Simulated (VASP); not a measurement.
Input of a VASP 6.6.1 run:

INCAR

```
ALGO = Normal
EDIFF = 1E-6
ENCUT = 520
GGA = PE
ISIF = 2
ISMEAR = 0
LASPH = True
LCHARG = False
LREAL = False
LWAVE = False
NBANDS = 19
NELM = 80
PREC = Accurate
SIGMA = 0.1
```

The input KPOINTS:

```
k-points
0
Gamma
  12 12 10
```

The input POSCAR:

```
ZnSeS
1.0
    4.3157995748      0.0000000000      0.0000000000
   -2.1578997874      3.7375920694      0.0000000000
    0.0000000000      0.0000000000      4.7070492360
Zn Se S
1 1 1
Direct
    0.0000000000      0.0000000000      0.5000000000
    0.6666666667      0.3333333333      0.5000000000
    0.0000000000      0.0000000000      0.0000000000
```

Potentials or basis: VASP PAW PBE potentials, release 64 (Zn, Se, S).

The run is started by

```sh
$ cat potpaw_PBE.64/Zn/POTCAR potpaw_PBE.64/Se/POTCAR potpaw_PBE.64/S/POTCAR > POTCAR
$ mpirun -np 1 vasp_std > vasp.out
```

**Question.** Predict the pressure.

**Answer.** 0.1 GPa.

**Question.** Estimate the band gap on the k mesh.

**Answer.** Zero (bands 12 and 13 overlap by 1.14 eV).

Stress tensor (GPa, compression positive):
```
0.08 0.00 0.00
0.00 0.08 0.00
0.00 0.00 0.17
```
